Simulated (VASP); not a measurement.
# BN (Fmm2) in VASP: notebook

The runs below take BN through single point, with PBE+D3(BJ).

All numbers are computed with VASP 6.6.1; they aren't measurements. Logs are shortened: lines on timing, memory, paths and dates and some standing lists are left out, and cuts for length are marked.

## 1. The cell of the first run

Symmetry: Fmm2, No. 42, orthorhombic system. Conventional cell: a = 2.496 Å, b = 5.946 Å, c = 4.308 Å, α = 90.00°, β = 90.00°, γ = 90.00°. B (site symmetry mm2) has 3 N at 1.44 Å within 1.9 Å. Within 1.9 Å of N (site symmetry mm2) lie 3 B at 1.44 Å.

## 2. Single point, PBE+D3(BJ) (7.99 Å³/atom)

File INCAR:

```
PREC = Accurate
ENCUT = 520
EDIFF = 1E-7
ISMEAR = 0
SIGMA = 0.02
LREAL = F
LASPH = T
NELM = 60
ALGO = Normal
ISIF = 2
LWAVE = F
LCHARG = T
GGA = PE
IVDW = 12
LELF = T
LVHAR = T
NBANDS = 11
```

File KPOINTS:

```
Automatic mesh
0
Gamma
  12 12 12
```

File POSCAR:

```
BN
1.0
    0.0000000000      2.9728894055      2.1537601187
    1.2481149618      0.0000000000      2.1537601187
    1.2481149618      2.9728894055      0.0000000000
B N
1 1
Direct
    0.0002458875      0.0002458875      0.9997541125
    0.6664541025      0.6664541025      0.3335458975
```

Potentials or basis: VASP PAW PBE potentials, release 64 (B, N).

Run with:

```
$ cat potpaw_PBE.64/B/POTCAR potpaw_PBE.64/N/POTCAR > POTCAR
$ mpirun -np 1 vasp_std > vasp.out
```

OUTCAR:

```text
PREC = Accurate
   ENCUT = 520
   EDIFF = 1E-7
   ISMEAR = 0
   LREAL = F
   LASPH = T
   NELM = 60
   ISIF = 2
   GGA = PE
   IVDW = 12
 IVDW          = 12

 ion  position               nearest neighbor table
   1  0.000  0.000  1.000-   2 1.44   2 1.44   2 1.44
   2  0.666  0.666  0.334-   1 1.44   1 1.44   1 1.44

  LATTYP: Found a face centered orthorhombic cell.
 ALAT       =     2.4962299236
 B/A-ratio  =     1.7256103681
 C/A-ratio  =     2.3819035077

  Lattice vectors:

 A1 = (   0.0000000000,   2.9728894055,   2.1537601187)
 A2 = (  -1.2481149618,   2.9728894055,   0.0000000000)
 A3 = (  -1.2481149618,   0.0000000000,   2.1537601187)

Analysis of symmetry for initial positions (statically):
=====================================================================
 Subroutine PRICEL returns:
 Original cell was already a primitive cell.

 Routine SETGRP: Setting up the symmetry group for a
 face centered orthorhombic supercell.

 Subroutine GETGRP returns: Found  4 space group operations
 (whereof  4 operations were pure point group operations)
 out of a pool of  8 trial point group operations.

The static configuration has the point symmetry C_2v.

Analysis of symmetry for dynamics (positions and initial velocities):
=====================================================================
 Subroutine PRICEL returns:
 Original cell was already a primitive cell.

 Routine SETGRP: Setting up the symmetry group for a
 face centered orthorhombic supercell.

 Subroutine GETGRP returns: Found  4 space group operations
 (whereof  4 operations were pure point group operations)
 out of a pool of  8 trial point group operations.

The dynamic configuration has the point symmetry C_2v.

 Subroutine INISYM returns: Found  4 space group operations
 (whereof  4 operations are pure point group operations),
 and found     1 'primitive' translations

----------------------------------------------------------------------------------------

                                     Primitive cell

  volume of cell :      15.9831

  direct lattice vectors                    reciprocal lattice vectors
     0.000000000  2.972889406  2.153760119    -0.400604123  0.168186546  0.232152130
     1.248114962  0.000000000  2.153760119     0.400604123 -0.168186546  0.232152130
     1.248114962  2.972889406  0.000000000     0.400604123  0.168186546 -0.232152130

  length of vectors
     3.671069880  2.489271702  3.224261524     0.492610383  0.492610383  0.492610383

  position of ions in fractional coordinates (direct lattice)
[... 87 lines left out ...]
   POTIM  = 0.5000    time-step for ionic-motion
   TEBEG  =    0.0;   TEEND  =   0.0 temperature during run
   PSTRESS=    0.0 pullay stress
   NELECT =       8.0000    total number of electrons
   NUPDOWN=      -1.0000    fix difference up-down
   EMIN   =  10.00;   EMAX   =-10.00  energy-range for DOS
   EFERMI =   0.00;   METHOD = LEGACY
   ISMEAR =     0;   SIGMA  =   0.02  broadening in eV -4-tet -1-fermi 0-gaus
   EFERMI_NEDOS =   21; number of points for ismear=-14 and -15
   IALGO  =     38    algorithm
   IMIX   =      4    mixing-type and parameters
     AMIX     =   0.40;   BMIX     =  1.00
     AMIX_MAG =   1.60;   BMIX_MAG =  1.00
  volume/ion in A,a.u.               =       7.99        53.93
  Fermi-wavevector in a.u.,A,eV,Ry     =   1.299824  2.456311 22.987626  1.689543
  Thomas-Fermi vector in A             =   2.431063
   LORBIT       =      0    0 simple, 1 ext, 2 COOP (PROOUT), +10 PAW based schemes
   GGA     = PE    functional components
   LHFCALC =     F    Hartree Fock is set to
   AEXX    =    0.0000 exact exchange contribution
   IVDW    =    12    specifies the selected vdW correction
   LEPSILON=     F    determine dielectric tensor
   LRPA    =     F    only Hartree local field effects (RPA)
 non-spin polarized calculation
 Gauss-broadening in eV      SIGMA  =   0.02
  energy-cutoff  :      520.00
  volume of cell :       15.98
 maximum number of plane-waves:       446
   NGX = 13   NGY =  9   NGZ = 11

 number of electron       8.0000000 magnetization

 Free energy of the ion-electron system (eV)
  ---------------------------------------------------
  ext. energy  EPLUGINS =         0.00000000
  ---------------------------------------------------
  free energy    TOTEN  =       -17.49404198 eV

  energy without entropy =      -17.49404198  energy(sigma->0) =      -17.49404198

 E-fermi :   3.8524     XC(G=0): -10.8444

 val. band max:        3.7481863391   @ k =   0.5000  -0.4167   0.0833
 cond. band min:       6.5962178773   @ k =   0.0000   0.5000   0.5000
 fundamental gap:      2.8480315382
 Fermi energy:         3.8523720364

 k-point     1 :       0.0000    0.0000    0.0000
  band No.  band energies     occupation
      1     -14.7783      2.00000
      2      -0.1043      2.00000
      3       2.0111      2.00000
      4       2.0288      2.00000
      5       9.3920      0.00000
      6      14.9636      0.00000
      7      15.1911      0.00000
      8      16.8080      0.00000
      9      18.9252      0.00000
     10      29.3976      0.00000
     11      31.0967      0.00000
[... 309 lines left out ...]
 k-point    24 :      -0.4167    0.1667    0.0000
  band No.  band energies     occupation
      1     -11.0859      2.00000
      2      -5.3539      2.00000
      3      -2.2214      2.00000
      4       2.7239      2.00000
      5       8.1340      0.00000
      6      15.0920      0.00000
      7      17.5352      0.00000
      8      20.1340      0.00000
      9      23.3769      0.00000
     10      25.8805      0.00000
     11      27.8074      0.00000

 [... further k-points ...]

------------------------ aborting loop because EDIFF is reached ----------------------------------------

 Edisp (eV)   -0.32522

 E8    (eV) :    -0.0964

  FORCE on cell =-STRESS in cart. coord.  units (eV):
  Direction    XX          YY          ZZ          XY          YZ          ZX
  --------------------------------------------------------------------------------------
  -------------------------------------------------------------------------------------
  Total       0.67730     0.63917     0.67733     0.00000     0.00000     0.00000
  in kB      67.89430    64.07218    67.89660     0.00000     0.00000     0.00000
  external pressure =       66.62 kB  Pullay stress =        0.00 kB

 VOLUME and BASIS-vectors are now :
 -----------------------------------------------------------------------------
  energy-cutoff  :      520.00
  volume of cell :       15.98
      direct lattice vectors                 reciprocal lattice vectors
     0.000000000  2.972889406  2.153760119    -0.400604123  0.168186546  0.232152130
     1.248114962  0.000000000  2.153760119     0.400604123 -0.168186546  0.232152130
     1.248114962  2.972889406  0.000000000     0.400604123  0.168186546 -0.232152130

 POSITION                                       TOTAL-FORCE (eV/Angst)
 -----------------------------------------------------------------------------------
      1.24811      2.97289      0.00106         0.000000      0.000000      0.004432
      1.24811      2.97289      2.87076         0.000000      0.000000     -0.004432
 -----------------------------------------------------------------------------------
    total drift:                               -0.000001     -0.000004     -0.000001

  FREE ENERGIE OF THE ION-ELECTRON SYSTEM (eV)
  ---------------------------------------------------
  free  energy   TOTEN  =       -17.8192650945 eV

  energy  without entropy=      -17.8192650945  energy(sigma->0) =      -17.81926509
```

It took 65 s on 1 thread of Intel Xeon 8259CL, shared host; peak memory 0.18 GiB.

Results:

- Free energy: -17.8193 eV
- Pressure: 6.7 GPa
- Largest force: 0.004 eV/Å
- Band gap on the k mesh: 2.85 eV (least direct gap 4.57 eV)
- Dispersion energy per atom: -0.163 eV

Forces in eV/Å, atoms in the order of the input:
```
B    0.000  0.000  0.004
N    0.000  0.000 -0.004
```

Levels at points of the mesh, in eV from the valence-band top:
```tsv
k point	band 1	band 2	band 3	band 4	band 5	band 6	band 7	band 8
(0.00, 0.00, 0.00)	-18.53	-3.85	-1.74	-1.72	5.64	11.22	11.44	13.06
(0.50, 0.00, 0.00)	-15.08	-9.42	-4.57	-1.39	4.21	9.73	14.05	17.56
(0.50, 0.50, 0.00)	-15.23	-9.69	-4.55	-0.20	6.45	9.32	12.62	14.85
(0.50, 0.00, 0.50)	-17.89	-7.31	-1.83	-1.70	10.98	11.07	11.28	12.70
(0.00, 0.50, 0.50)	-14.86	-9.10	-4.72	-2.44	2.85	9.43	15.67	20.01
```

Caveat: the cell stands under pressure. A k mesh can miss the band edges.

## 3. Single point, PBE+D3(BJ) (8.26 Å³/atom)

This run uses another cell than the first one, of 8.26 Å³/atom.

File INCAR:

```
PREC     = Accurate       # precision mode
ENCUT    = 520            # plane-wave cutoff, eV
EDIFF    = 1E-6           # SCF threshold, eV
ISMEAR   = 0              # smearing method
SIGMA    = 0.02           # smearing width, eV
LREAL    = False          # projectors in reciprocal space
LASPH    = True           # aspherical terms in the spheres
NELM     = 60             # most SCF steps
ALGO     = Normal         # electronic algorithm
ISIF     = 2              # what is computed and relaxed
LWAVE    = False          # write WAVECAR
LCHARG   = False          # write CHGCAR
GGA      = PE             # functional
IVDW     = 12             # dispersion correction
NBANDS   = 11             # bands
```

File KPOINTS:

```
regular mesh
0
Gamma
  12 12 12
```

File POSCAR:

```
BN
1.0
    0.0000000000      3.0622337088      2.1588738100
    1.2500396915      0.0000000000      2.1588738100
    1.2500396915      3.0622337088      0.0000000000
B N
1 1
Direct
    0.0001975413      0.0001975413      0.9998024587
    0.6665024487      0.6665024487      0.3334975513
```

Potentials or basis: VASP PAW PBE potentials, release 64 (B, N).

Run with:

```
$ cat potpaw_PBE.64/B/POTCAR potpaw_PBE.64/N/POTCAR > POTCAR
$ mpirun -np 1 vasp_std > vasp.out
```

Run time: 89 s. Hardware: 1 thread of Intel Xeon 8259CL, shared host; peak memory 0.19 GiB.

The run converged. Its results:

```
Free energy                : -17.8375 eV
Pressure                   : 4.2 GPa
Largest force              : 0.003 eV/Å
Band gap on the k mesh     : 3.10 eV (least direct gap 4.56 eV)
Dispersion energy per atom : -0.157 eV
```

Forces in eV/Å, atoms in the order of the input:
```
B    0.000  0.000  0.003
N    0.000  0.000 -0.003
```

Stress tensor (GPa, compression positive):
```
4.34 0.00 0.00
0.00 3.98 0.00
0.00 0.00 4.34
```

Levels at points of the mesh, in eV from the valence-band top:
```tsv
k point	band 1	band 2	band 3	band 4	band 5	band 6	band 7	band 8	band 9
(0.00, 0.00, 0.00)	-18.30	-3.93	-1.62	-1.61	5.50	11.31	11.49	13.08	15.02
(0.50, 0.00, 0.00)	-14.93	-9.26	-4.43	-1.25	4.34	9.77	13.93	17.20	21.24
(0.50, 0.50, 0.00)	-15.05	-9.48	-4.42	-0.23	6.35	9.35	12.55	14.61	20.21
(0.50, 0.00, 0.50)	-17.78	-6.98	-1.69	-1.59	10.80	11.19	11.37	12.59	17.84
(0.00, 0.50, 0.50)	-14.75	-8.99	-4.56	-2.16	3.10	9.57	15.45	19.75	21.48
```

Caveat: the cell stands under pressure. A k mesh can miss the band edges.

## 4. Single point, PBE+D3(BJ) (8.54 Å³/atom)

This run uses another cell than the first one, of 8.54 Å³/atom.

File INCAR:

```
ALGO     = Normal         # electronic algorithm
EDIFF    = 1E-7           # SCF threshold, eV
ENCUT    = 520            # plane-wave cutoff, eV
GGA      = PE             # functional
ISIF     = 2              # what is computed and relaxed
ISMEAR   = 0              # smearing method
IVDW     = 12             # dispersion correction
LASPH    = T              # aspherical terms in the spheres
LCHARG   = F              # write CHGCAR
LREAL    = F              # projectors in reciprocal space
LWAVE    = F              # write WAVECAR
NBANDS   = 11             # bands
NELM     = 60             # most SCF steps
PREC     = Accurate       # precision mode
SIGMA    = 0.02           # smearing width, eV
```

File KPOINTS:

```
k-points
0
Gamma
  12 12 12
```

File POSCAR:

```
BN
1.0
    0.0000000000      3.1531335846      2.1630227453
    1.2516197236      0.0000000000      2.1630227453
    1.2516197236      3.1531335846      0.0000000000
B N
1 1
Direct
    0.0001587785      0.0001587785      0.9998412215
    0.6665412115      0.6665412115      0.3334587885
```

Run with:

```
$ cat potpaw_PBE.64/B/POTCAR potpaw_PBE.64/N/POTCAR > POTCAR
$ mpirun -np 1 vasp_std > vasp.out
```

It took 1.7 min on 1 thread of Intel Xeon 8259CL, shared host; peak memory 0.19 GiB.

Results (log left out):

```
Free energy                : -17.8485 eV
Pressure                   : 2.4 GPa
Band gap on the k mesh     : 3.30 eV (least direct gap 4.54 eV)
Dispersion energy per atom : -0.151 eV
```

Forces in eV/Å, atoms in the order of the input:
```
B    0.000  0.000  0.003
N    0.000  0.000 -0.003
```

Stress tensor (GPa, compression positive):
```
2.48 0.00 0.00
0.00 2.14 0.00
0.00 0.00 2.48
```

Levels at points of the mesh, in eV from the valence-band top:
| k point | band 1 | band 2 | band 3 | band 4 | band 5 | band 6 | band 7 | band 8 | band 9 |
| --- | --- | --- | --- | --- | --- | --- | --- | --- | --- |
| (0.00, 0.00, 0.00) | -18.14 | -4.04 | -1.55 | -1.54 | 5.34 | 11.36 | 11.51 | 13.06 | 14.84 |
| (0.50, 0.00, 0.00) | -14.83 | -9.15 | -4.35 | -1.17 | 4.43 | 9.78 | 13.78 | 16.82 | 20.91 |
| (0.50, 0.50, 0.00) | -14.93 | -9.34 | -4.34 | -0.28 | 6.22 | 9.35 | 12.47 | 14.38 | 20.04 |
| (0.50, 0.00, 0.50) | -17.71 | -6.72 | -1.61 | -1.53 | 10.56 | 11.27 | 11.41 | 12.44 | 17.25 |
| (0.00, 0.50, 0.50) | -14.69 | -8.94 | -4.44 | -1.95 | 3.30 | 9.66 | 15.21 | 19.46 | 21.48 |

## 5. The runs side by side

```tsv
cell	gap on the mesh (eV)	pressure (GPa)
a = 3.671, b = 2.489, c = 3.224 Å, angles 78.8, 41.7, 59.5°, 2 atoms, atomic positions A	2.85	6.7
a = 3.747, b = 2.495, c = 3.308 Å, angles 79.1, 40.8, 60.1°, 2 atoms, atomic positions A	3.10	4.2
a = 3.824, b = 2.499, c = 3.392 Å, angles 79.4, 40.0, 60.7°, 2 atoms, atomic positions B	3.30	2.4
```

Alike in all rows: task single point; level PBE+D3(BJ); potentials or basis VASP PAW PBE potentials, release 64 (B, N); no spin polarisation; k mesh 12 × 12 × 12; cutoff (eV) 520; smearing gaussian 0.02 eV.

Caveats: the cell stands under pressure (at least some runs).

Absolute energies hang on the potentials; compare differences alone.
